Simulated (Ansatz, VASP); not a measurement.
## LiCl in VASP and in Ansatz

```
CELL_PARAMETERS angstrom
0.00000 2.50064 2.43652
2.50064 0.00000 2.43652
2.50064 2.50064 0.00000
ATOMIC_POSITIONS crystal
Li 0.00000 0.00000 0.00000
Cl 0.50000 0.50000 0.50000
```

Change from the starting cell: strain -0.025 along x and y, -0.050 along z, atoms carried along.

Alike in both runs: task single point; functional PBE; k mesh 8 × 8 × 8; occupations gaussian, width 0.05 eV; no spin polarisation.

|  | VASP | Ansatz |
| --- | --- | --- |
| version | VASP 6.6.1 | Ansatz 0.2.0 |
| potentials or method | VASP PAW PBE potentials, release 64 (Li_sv, Cl), cutoff 520 eV | scalar-relativistic, plane waves, PAW |
| valence electrons in the cell | 10 | 10 |

```csv
,VASP,Ansatz,Ansatz less VASP
gap on the k mesh at the Fermi level (eV),6.83,6.81,-0.020
least direct gap on the mesh (eV),6.95,6.93,-0.014
```

Noted on VASP's run: the cutoff is under 1.25 times that of the potentials, so the pressure is a little rough.
